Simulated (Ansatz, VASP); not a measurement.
# One calculation of Co4Ge, two programs

```
CELL_PARAMETERS angstrom
4.11663 0.00000 0.00000
0.00000 4.11663 0.00000
0.00000 0.00000 4.11663
ATOMIC_POSITIONS crystal
Co 0.50000 0.00000 0.00000
Co 0.00000 0.50000 0.00000
Co 0.00000 0.00000 0.50000
Co 0.50000 0.50000 0.50000
Ge 0.00000 0.00000 0.00000
```

Alike in both runs: task relaxation of cell and atoms; functional PBE; k mesh 4 × 4 × 4; occupations gaussian, width 0.1 eV; collinear spin.

```csv
,VASP,Ansatz
version,VASP 6.6.1,Ansatz 0.2.0
potentials or method,"VASP PAW PBE potentials, release 64 (Co, Ge_d), cutoff 600 eV","scalar-relativistic, plane waves, PAW"
valence electrons in the cell,50,82
```

|  | VASP | Ansatz | Ansatz less VASP |
| --- | --- | --- | --- |
| gap on the k mesh at the Fermi level, each at its own relaxed structure (eV) | none | none | - |
| net moment per atom (μB) | 1.34 | 1.34 | 0.000 |
| size of the moment on the site where the two differ most (μB) | 1.54 | 1.49 | -0.051 |
| relaxed volume (Å³/atom) | 15.67 | 15.60 | -0.066 |
| relaxed length of the cell vector where the two differ most in proportion (Å) | 4.279 | 4.273 | -0.0060 |

Site moments also hang on the region over which each program counts them. A gap of «none» marks a metal or a gap that the smearing closes. VASP's potentials hold 50 valence electrons a cell and Ansatz's 82, so a difference there can come from the potentials and not from the codes.

The k mesh is coarse, so the values compare programs but aren't converged.
